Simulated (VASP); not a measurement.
# Sb3Pt: single point with PBE

Crystal: Sb3Pt.

```xyz
8
Lattice="8.0618 0.0000 0.0000 -4.0309 6.9818 0.0000 0.0000 0.0000 3.7298" Properties=species:S:1:pos:R:3 pbc="T T T"
Sb    4.0309    4.3510    0.9325
Sb   -1.7526    5.6664    2.7974
Sb    2.2783    1.3154    0.9325
Sb    0.0000    2.6308    2.7974
Sb    5.7835    1.3154    0.9325
Sb    1.7526    5.6664    2.7974
Pt    0.0000    4.6545    0.9325
Pt    4.0309    2.3273    2.7974
```

- Program: VASP 6.6.1
- Task: single point
- Functional: PBE
- Potentials or basis: VASP PAW PBE potentials, release 64 (Sb, Pt)
- Cutoff: 520 eV
- k mesh: 6 × 6 × 10
- Occupations: gaussian, width 0.1 eV
- Spin: no spin polarisation
- Dipole correction: no
- Further INCAR settings: ALGO = Normal; EDIFF = 1e-06; NBANDS = 35

- Pressure: -0.2 GPa
- Largest force: 0.014 eV/Å
- Band gap on the k mesh: zero (band 25 reaches 8.61 eV, above the bottom of band 26 at 7.21 eV)

Forces on the atoms (eV/Å):
```
Sb   0.000 -0.014  0.000
Sb   0.012 -0.007  0.000
Sb   0.012  0.007  0.000
Sb   0.000  0.014  0.000
Sb  -0.012  0.007  0.000
Sb  -0.012 -0.007  0.000
Pt   0.000  0.000  0.000
Pt   0.000  0.000  0.000
```

Levels at points of the mesh, in eV from the Fermi level:
| k point | band 23 | band 24 | band 25 | band 26 | band 27 | band 28 |
| --- | --- | --- | --- | --- | --- | --- |
| (0.00, 0.00, 0.00) | -0.33 | -0.33 | 0.53 | 0.53 | 1.68 | 1.68 |
| (0.50, 0.00, 0.00) | -0.23 | 0.35 | 0.61 | 0.66 | 1.68 | 1.72 |
| (0.00, 0.00, 0.50) | -2.54 | -2.54 | 0.19 | 0.19 | 1.89 | 1.89 |
| (0.50, 0.00, 0.50) | -0.65 | -0.65 | -0.47 | -0.47 | -0.31 | -0.31 |

Wall time 3.1 min on 1 thread of Intel(R) Xeon(R) Platinum 8375C CPU @ 2.90GHz (Ice Lake), with other jobs on the host, peak memory 0.47 GiB.

Caveat: spin-orbit coupling is left out, which moves the levels of the heavy elements.
